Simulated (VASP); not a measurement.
**InAs: vibrations by perturbation theory with LDA**

The system is InAs.

```
In As
1.0
     3.53170    0.00000    0.00000
     0.00000    3.53170    0.00000
     0.00000    0.00000    3.53170
In As
1 1
Direct
  0.00000 0.00000 0.00000
  0.50000 0.50000 0.50000
```

```yaml
Program: VASP 6.6.1
Task: vibrations by perturbation theory
Functional: LDA
Potentials_or_basis: VASP PAW LDA potentials, release 64 (In_d, As)
Cutoff: 520 eV
k_mesh: 12 × 12 × 12
Occupations: fermi-dirac, width 0.15 eV
Spin: no spin polarisation
Dipole_correction: no
Further_INCAR_settings: ALGO = Normal; EDIFF = 1e-08; NBANDS = 16; IBRION = 8; NSW = 1
```

- Highest phonon frequency at Γ, LO-TO splitting left out: 74 cm⁻¹

Phonon frequencies in cm⁻¹ (negative: imaginary):
```csv
q point,frequencies
"(0.000, 0.000, 0.000)",0 0 0 74 74 74
```

Run time: 3.5 min on 1 thread of Intel(R) Xeon(R) Platinum 8488C (Sapphire Rapids), with other jobs on the host, peak memory 0.39 GiB.

Caveat: the cell stands under pressure or tension, which shifts response properties.
